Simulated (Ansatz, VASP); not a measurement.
Sb: VASP beside Ansatz

```
CELL_PARAMETERS angstrom
2.11414 1.22060 3.68053
-2.11414 1.22060 3.68053
0.00000 -2.44120 3.68053
ATOMIC_POSITIONS crystal
Sb 0.23364 0.23364 0.23364
Sb 0.76636 0.76636 0.76636
```

Change from the starting cell: volume scaled by 0.95, PAW files.

Alike in both runs: task electric field gradients; functional PBEsol; k mesh 9 × 9 × 9; occupations fermi-dirac, width 0.05 eV; no spin polarisation.

```csv
,VASP,Ansatz
version,VASP 6.6.1,Ansatz 0.2.0
potentials or method,"VASP PAW PBE potentials, release 64 (Sb)","PAW with Ansatz's default frozen-core files, scalar-relativistic"
plane-wave cutoff (eV),520,420
valence electrons in the cell,10,30
```

```csv
,VASP,Ansatz,Ansatz less VASP
pressure (GPa),4.1,3.8,-0.28
"traceless stress, the component that is largest in VASP (GPa)",-0.79,-0.72,+0.070
rms of the force components (eV/Å),0.292,0.251,-0.0407
size of Vzz on the site where it differs most (V/Å²),42.9,47.3,+4.37
```

VASP's potentials were made for PBE, not for PBEsol. Atom by atom the forces differ by 0.041 eV/Å (rms over components). VASP's potentials hold 10 valence electrons a cell and Ansatz's 30, so a difference there can come from the potentials and not from the codes.

Neither program's run includes spin-orbit coupling.
